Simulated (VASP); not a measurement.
# InPd (Pm-3m) in VASP: notebook, part 2 of 2

VASP 6.6.1.

### Step 3. Single point, r2SCAN

This run uses another cell than the first one, of 17.16 Å³/atom.

POSCAR reads:

```
InPd
1.0
    3.2499251601      0.0000000000      0.0000000000
    0.0000000000      3.2499251601      0.0000000000
    0.0000000000      0.0000000000      3.2499251601
In Pd
1 1
Direct
    0.0000000000      0.0000000000      0.0000000000
    0.5000000000      0.5000000000      0.5000000000
```

INCAR.step1 reads:

```
PREC     = Accurate       # precision mode
ENCUT    = 690            # plane-wave cutoff, eV
ISMEAR   = -1             # smearing method
SIGMA    = 0.05           # smearing width, eV
LREAL    = False          # projectors in reciprocal space
LASPH    = True           # aspherical terms in the spheres
NELM     = 120            # most SCF steps
NBANDS   = 22             # bands
GGA      = PE             # functional
ALGO     = Normal         # electronic algorithm
EDIFF    = 1E-5           # SCF threshold, eV
LWAVE    = True           # write WAVECAR
LCHARG   = False          # write CHGCAR
GGA_COMPAT= False
```

INCAR.step2 reads:

```
PREC     = Accurate       # precision mode
ENCUT    = 690            # plane-wave cutoff, eV
EDIFF    = 1E-6           # SCF threshold, eV
ISMEAR   = -1             # smearing method
SIGMA    = 0.05           # smearing width, eV
LREAL    = False          # projectors in reciprocal space
LASPH    = True           # aspherical terms in the spheres
NELM     = 120            # most SCF steps
ALGO     = Normal         # electronic algorithm
ISIF     = 2              # what is computed and relaxed
LWAVE    = False          # write WAVECAR
LCHARG   = False          # write CHGCAR
METAGGA  = R2SCAN         # meta-GGA
LMIXTAU  = True         
NBANDS   = 22             # bands
ISTART   = 1            
GGA_COMPAT= False
```

KPOINTS reads:

```
Automatic mesh
0
Gamma
  8 8 8
```

Potentials or basis: VASP PAW PBE potentials, release 64 (In_d, Pd_sv_GW).

Command:

```sh
> cat potpaw_PBE.64/In_d/POTCAR potpaw_PBE.64/Pd_sv_GW/POTCAR > POTCAR
> cp INCAR.step1 INCAR
> mpirun -np 1 vasp_std > vasp.out
> cp INCAR.step2 INCAR
> mpirun -np 1 vasp_std > vasp.out
```

It took 81 s on 1 thread of AMD EPYC 9R45 (Zen 5), shared host; peak memory 0.18 GiB.

The run converged. Its results:

| Quantity | Value |
| --- | --- |
| Free energy | -45.1747 eV |
| Pressure | 2.7 GPa |
| Band gap on the k mesh | zero (an odd number of electrons rules out a gap without spin polarisation) |

Levels at points of the mesh, in eV from the Fermi level:
| k point | band 13 | band 14 | band 15 | band 16 | band 17 | band 18 | band 19 | band 20 |
| --- | --- | --- | --- | --- | --- | --- | --- | --- |
| (0.00, 0.00, 0.00) | -2.36 | -2.36 | -2.36 | 4.65 | 4.65 | 4.65 | 10.51 | 11.13 |
| (0.50, 0.00, 0.00) | -3.41 | -3.41 | -2.44 | -1.12 | 10.34 | 10.39 | 10.39 | 11.45 |
| (0.50, 0.50, 0.00) | -2.80 | -2.39 | -2.39 | -1.77 | 1.81 | 2.80 | 10.34 | 12.07 |
| (0.50, 0.50, 0.50) | -1.73 | -1.73 | 0.44 | 4.11 | 4.11 | 4.11 | 4.75 | 4.75 |

Caveat: the PAW data sets were made with another functional, which shifts forces and pressure a little; spin-orbit coupling is left out, which moves the levels of the heavy elements.

### Step 4. Single point, PBE-based screened hybrid with 25 % exact exchange

This run uses another cell than the first one, of 17.51 Å³/atom.

POSCAR reads:

```
InPd
1.0
    3.2718847800      0.0000000000      0.0000000000
    0.0000000000      3.2718847800      0.0000000000
    0.0000000000      0.0000000000      3.2718847800
In Pd
1 1
Direct
    0.0000000000      0.0000000000      0.0000000000
    0.5000000000      0.5000000000      0.5000000000
```

INCAR.step1 reads:

```
SYSTEM = InPd
PREC     = Accurate       ! precision mode
ENCUT    = 520            ! plane-wave cutoff, eV
EDIFF    = 1E-5           ! SCF threshold, eV
ISMEAR   = -1             ! smearing method
SIGMA    = 0.05           ! smearing width, eV
LREAL    = .False.        ! projectors in reciprocal space
LASPH    = .True.         ! aspherical terms in the spheres
NELM     = 100            ! most SCF steps
ALGO     = Normal         ! electronic algorithm
ISIF     = 2              ! what is computed and relaxed
LWAVE    = .True.         ! write WAVECAR
LCHARG   = .False.        ! write CHGCAR
GGA      = PE             ! functional
NBANDS   = 18             ! bands
```

INCAR.step2 reads:

```
SYSTEM = InPd
PREC     = Accurate       ! precision mode
ENCUT    = 520            ! plane-wave cutoff, eV
EDIFF    = 1E-6           ! SCF threshold, eV
ISMEAR   = -1             ! smearing method
SIGMA    = 0.05           ! smearing width, eV
LREAL    = .False.        ! projectors in reciprocal space
LASPH    = .True.         ! aspherical terms in the spheres
NELM     = 100            ! most SCF steps
ALGO     = Normal         ! electronic algorithm
ISIF     = 2              ! what is computed and relaxed
LWAVE    = .False.        ! write WAVECAR
LCHARG   = .False.        ! write CHGCAR
GGA      = PE             ! functional
LHFCALC  = .True.         ! exact exchange
AEXX     = 0.25           ! exact-exchange fraction
HFSCREEN = 0.3            ! screening, 1/A
PRECFOCK = Normal       
ISTART   = 1            
NBANDS   = 18             ! bands
```

KPOINTS reads:

```
Automatic mesh
0
Gamma
  4 4 4
  0 0 0
```

Potentials or basis: VASP PAW PBE potentials, release 64 (In_d, Pd).

Command:

```sh
> cat potpaw_PBE.64/In_d/POTCAR potpaw_PBE.64/Pd/POTCAR > POTCAR
> cp INCAR.step1 INCAR
> mpirun -np 1 vasp_std > vasp.out
> cp INCAR.step2 INCAR
> mpirun -np 1 vasp_std > vasp.out
```

It took 12 min on 1 thread of Intel Xeon Platinum 8375C at 2.90GHz (Ice Lake), shared host; peak memory 0.26 GiB.

Results (log left out):

| Quantity | Value |
| --- | --- |
| Free energy | -10.0326 eV |
| Pressure | 0.2 GPa |
| Band gap on the k mesh | zero (an odd number of electrons rules out a gap without spin polarisation) |

Levels at points of the mesh, in eV from the Fermi level:
| k point | band 7 | band 8 | band 9 | band 10 | band 11 | band 12 | band 13 | band 14 | band 15 | band 16 |
| --- | --- | --- | --- | --- | --- | --- | --- | --- | --- | --- |
| (0.00, 0.00, 0.00) | -4.97 | -4.97 | -3.21 | -3.21 | -3.21 | 4.41 | 4.41 | 4.41 | 10.25 | 10.91 |
| (0.50, 0.00, 0.00) | -6.95 | -4.94 | -4.27 | -4.27 | -3.29 | -1.82 | 10.08 | 10.08 | 10.11 | 11.20 |
| (0.50, 0.50, 0.00) | -4.58 | -3.67 | -3.67 | -2.84 | -2.84 | -2.66 | 1.38 | 2.60 | 9.97 | 11.80 |
| (0.50, 0.50, 0.50) | -5.97 | -5.97 | -2.62 | -2.62 | 0.03 | 3.78 | 3.78 | 3.78 | 4.45 | 4.45 |

Caveat: the k points lie up to 0.48 Å⁻¹ apart, too coarse for converged energies and pressures of a metal; the PAW data sets were made with another functional, which shifts forces and pressure a little; spin-orbit coupling is left out, which moves the levels of the heavy elements.

### Step 5. Single point, PBE-based screened hybrid with 25 % exact exchange

This run uses another cell than the first one, of 17.50 Å³/atom.

POSCAR reads:

```
InPd
1.0
    3.2709081407      0.0000000000      0.0000000000
    0.0000000000      3.2709081407      0.0000000000
    0.0000000000      0.0000000000      3.2709081407
In Pd
1 1
Direct
    0.0000000000      0.0000000000      0.0000000000
    0.5000000000      0.5000000000      0.5000000000
```

INCAR.step1 reads:

```
ALGO = Normal ; EDIFF = 1E-5
ENCUT = 520 ; GGA = PE
ISIF = 2 ; ISMEAR = -1
LASPH = True ; LCHARG = False
LREAL = False ; LWAVE = True
NBANDS = 18 ; NELM = 80
PREC = Accurate ; SIGMA = 0.05
```

INCAR.step2 reads:

```
AEXX = 0.25 ; ALGO = Normal
EDIFF = 1E-7 ; ENCUT = 520
GGA = PE ; HFSCREEN = 0.3
ISIF = 2 ; ISMEAR = -1
ISTART = 1 ; LASPH = True
LCHARG = False ; LHFCALC = True
LREAL = False ; LWAVE = False
NBANDS = 18 ; NELM = 80
PREC = Accurate ; PRECFOCK = Normal
SIGMA = 0.05
```

KPOINTS reads:

```
k-points
0
Gamma
  4 4 4
```

Command:

```sh
> cat potpaw_PBE.64/In_d/POTCAR potpaw_PBE.64/Pd/POTCAR > POTCAR
> cp INCAR.step1 INCAR
> mpirun -np 1 vasp_std > vasp.out
> cp INCAR.step2 INCAR
> mpirun -np 1 vasp_std > vasp.out
```

It took 24 min on 1 thread of Intel Xeon Platinum 8375C at 2.90GHz (Ice Lake), shared host; peak memory 0.26 GiB.

The run converged. Its results:

```
Free energy            : -10.0326 eV
Pressure               : 0.3 GPa
Band gap on the k mesh : zero (an odd number of electrons rules out a gap without spin polarisation)
```

Levels at points of the mesh, in eV from the Fermi level:
| k point | band 8 | band 9 | band 10 | band 11 | band 12 | band 13 | band 14 | band 15 |
| --- | --- | --- | --- | --- | --- | --- | --- | --- |
| (0.00, 0.00, 0.00) | -4.98 | -3.22 | -3.22 | -3.22 | 4.41 | 4.41 | 4.41 | 10.26 |
| (0.50, 0.00, 0.00) | -4.94 | -4.27 | -4.27 | -3.30 | -1.82 | 10.09 | 10.09 | 10.11 |
| (0.50, 0.50, 0.00) | -3.67 | -3.67 | -2.85 | -2.85 | -2.66 | 1.39 | 2.60 | 9.98 |
| (0.50, 0.50, 0.50) | -5.97 | -2.62 | -2.62 | 0.04 | 3.78 | 3.78 | 3.78 | 4.45 |

Caveat: the k points lie up to 0.48 Å⁻¹ apart, too coarse for converged energies and pressures of a metal; the PAW data sets were made with another functional, which shifts forces and pressure a little; spin-orbit coupling is left out, which moves the levels of the heavy elements.

### Step 6. Overview

```tsv
level	potentials or basis	cell	k mesh	cutoff (eV)	grid for exact exchange (PRECFOCK)	share of exact exchange	screening parameter	gap on the mesh (eV)	pressure (GPa)
r2SCAN	VASP PAW PBE potentials, release 64 (In_d, Pd_sv_GW)	a = 3.336 Å, 2 atoms	8 × 8 × 8	690	-	-	-	none	-6.7
r2SCAN	VASP PAW PBE potentials, release 64 (In_d, Pd_sv_GW)	a = 3.250 Å, 2 atoms	8 × 8 × 8	690	-	-	-	none	2.7
PBE-based screened hybrid with 25 % exact exchange	VASP PAW PBE potentials, release 64 (In_d, Pd)	a = 3.272 Å, 2 atoms	4 × 4 × 4	520	Normal	0.25	0.3 1/Å	none	0.2
PBE-based screened hybrid with 25 % exact exchange	VASP PAW PBE potentials, release 64 (In_d, Pd)	a = 3.271 Å, 2 atoms	4 × 4 × 4	520	Normal	0.25	0.3 1/Å	none	0.3
```

Alike in all rows: task single point; no spin polarisation; smearing fermi-dirac 0.05 eV.

Caveats: some runs use coarse meshes; the PAW data sets were made with another functional, which shifts forces and pressure a little; spin-orbit coupling is left out, which moves the levels of the heavy elements; the cell stands under tension (at least some runs).

Absolute energies hang on the potentials; compare differences alone.
